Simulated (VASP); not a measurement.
Input of a VASP 6.6.1 run:

File INCAR:

```
ALGO = Normal ; EDIFF = 1E-6
ENCUT = 520 ; GGA = PE
ISIF = 2 ; ISMEAR = 0
ISPIN = 2 ; LASPH = True
LCHARG = True ; LELF = True
LMAXMIX = 4 ; LORBIT = 11
LREAL = False ; LVHAR = True
LWAVE = False ; MAGMOM = 0 3 3 3 0
NBANDS = 28 ; NELM = 150
PREC = Accurate ; SIGMA = 0.1
```

The input KPOINTS:

```
k-points
0
Gamma
  6 6 6
```

File POSCAR:

```
AlCo3B
1.0
    3.6284134298      0.0000000000      0.0000000000
    0.0000000000      3.6284134298      0.0000000000
    0.0000000000      0.0000000000      3.6284134298
Al Co B
1 3 1
Direct
    0.5000000000      0.5000000000      0.5000000000
    0.5000000000      0.0000000000      0.0000000000
    0.0000000000      0.5000000000      0.0000000000
    0.0000000000      0.0000000000      0.5000000000
    0.0000000000      0.0000000000      0.0000000000
```

Potentials or basis: VASP PAW PBE potentials, release 64 (Al, Co, B).

The run is started by

```console
$ cat potpaw_PBE.64/Al/POTCAR potpaw_PBE.64/Co/POTCAR potpaw_PBE.64/B/POTCAR > POTCAR
$ mpirun -np 1 vasp_std > vasp.out
```

Question: What does it give for the band gap on the k mesh?

Answer: Zero (filled and empty bands overlap).

Question: Estimate the pressure.

Answer: 28.3 GPa.

Question: Predict the site moments.

Answer: Al -0.01; Co +0.37; B -0.04 μB.

Caveat: the cell differs from its parent crystal (Fe replaced by Co, lengths x 0.982, strained); the cell stands under pressure.
